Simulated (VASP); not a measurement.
Write the native input for VASP 6.6.1 that does the following.

* Task: single point
* Functional: BLYP
* Dispersion: D3(BJ)
* Potentials or basis: VASP PAW PBE potentials, release 64 (Co_sv, O)
* Cutoff: 600 eV
* k mesh: 11 × 11 × 11
* Occupations: fermi-dirac, width 0.05 eV
* Spin: collinear spin, ferromagnetic start
* Starting moments: [2.0, 0.0] μB
* Dipole correction: no
* Second run: valence_matched
* Further INCAR settings: ALGO = Normal; EDIFF = 1e-06; NBANDS = 22

The structure of CoO lies in POSCAR:

```
CoO
1.0
    0.0000000000      2.1171941998      2.1171941998
    2.1171941998      0.0000000000      2.1171941998
    2.1171941998      2.1171941998      0.0000000000
Co O
1 1
Direct
    0.0000000000      0.0000000000      0.0000000000
    0.5000000000      0.5000000000      0.5000000000
```

These files were run (other wordings do the same):

INCAR

```
SYSTEM = CoO
PREC     = Accurate       ! precision mode
ENCUT    = 600            ! plane-wave cutoff, eV
EDIFF    = 1E-6           ! SCF threshold, eV
ISMEAR   = -1             ! smearing method
SIGMA    = 0.05           ! smearing width, eV
LREAL    = .FALSE.        ! projectors in reciprocal space
LASPH    = .TRUE.         ! aspherical terms in the spheres
NELM     = 200            ! most SCF steps
ALGO     = Normal         ! electronic algorithm
ISIF     = 2              ! what is computed and relaxed
LWAVE    = .FALSE.        ! write WAVECAR
LCHARG   = .FALSE.        ! write CHGCAR
ISPIN    = 2              ! spin polarisation
MAGMOM   = 2 0            ! initial moments
LORBIT   = 11             ! projections on sites
LMAXMIX  = 4              ! l up to which the mixer works
GGA      = B5             ! functional
ALDAX    = 1.0          
AGGAX    = 1.0          
AGGAC    = 1.0          
ALDAC    = 0.0          
IVDW     = 12             ! dispersion correction
VDW_S6   = 1.0          
VDW_S8   = 2.6996       
VDW_A1   = 0.4298       
VDW_A2   = 4.2359       
NBANDS   = 22             ! bands
GGA_COMPAT= .FALSE.
```

KPOINTS

```
regular mesh
0
G
  11 11 11
  0 0 0
```

Potentials or basis: VASP PAW PBE potentials, release 64 (Co_sv, O).

The run is started by

```sh
$ cat potpaw_PBE.64/Co_sv/POTCAR potpaw_PBE.64/O/POTCAR > POTCAR
$ mpirun -np 1 vasp_std > vasp.out
```

It gave:

```yaml
Pressure: 9.9 GPa
Net_moment: 2.72 μB per cell
Site_moments: Co +2.36; O +0.26 μB
Valence_electrons_inside_the_program's_atomic_spheres: Co 14.92; O 5.00
Dispersion_energy_per_atom: -0.485 eV
```

Caveat: the PAW data sets were made with another functional, which shifts forces and pressure a little; a cell with one magnetic atom can't hold antiferromagnetic order, which such compounds often take; pairwise dispersion overbinds metals, which lowers pressure and volume.

Run time: 43 s on 1 thread of Intel(R) Xeon(R) Platinum 8488C (Sapphire Rapids) (shared host), peak memory 0.18 GiB.
